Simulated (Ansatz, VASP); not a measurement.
# Two plane-wave programs on SiN

```
Si N
1.0
     2.81219    0.00000    0.00000
    -1.40610    2.43543    0.00000
     0.00000    0.00000    5.60648
Si N
2 2
Direct
  0.33333 0.66667 0.51630
  0.66667 0.33333 0.01630
  0.33333 0.66667 0.85870
  0.66667 0.33333 0.35870
```

Alike in both runs: functional r2SCAN; k mesh 18 × 18 × 8; occupations gaussian, width 0.1 eV; no spin polarisation.

Ansatz relaxed the structure, and its values are those at the end. VASP's run is a single point on that final structure, the one shown.

|  | VASP | Ansatz |
| --- | --- | --- |
| version | VASP 6.6.1 | Ansatz 0.2.0 |
| potentials or method | VASP PAW PBE potentials, release 64 (Si, N), cutoff 520 eV | scalar-relativistic, plane waves, PAW |
| valence electrons in the cell | 18 | 18 |

|  | VASP | Ansatz | Ansatz less VASP |
| --- | --- | --- | --- |
| gap on the k mesh at the Fermi level (eV) | none | none | - |
| pressure (GPa) | 0.1 | 0.0 | -0.10 |

VASP's potentials were made for PBE, not for r2SCAN. A gap of «none» marks a metal or a gap that the smearing closes. The functional is the same, so the differences come from potentials, cutoffs and numerics.
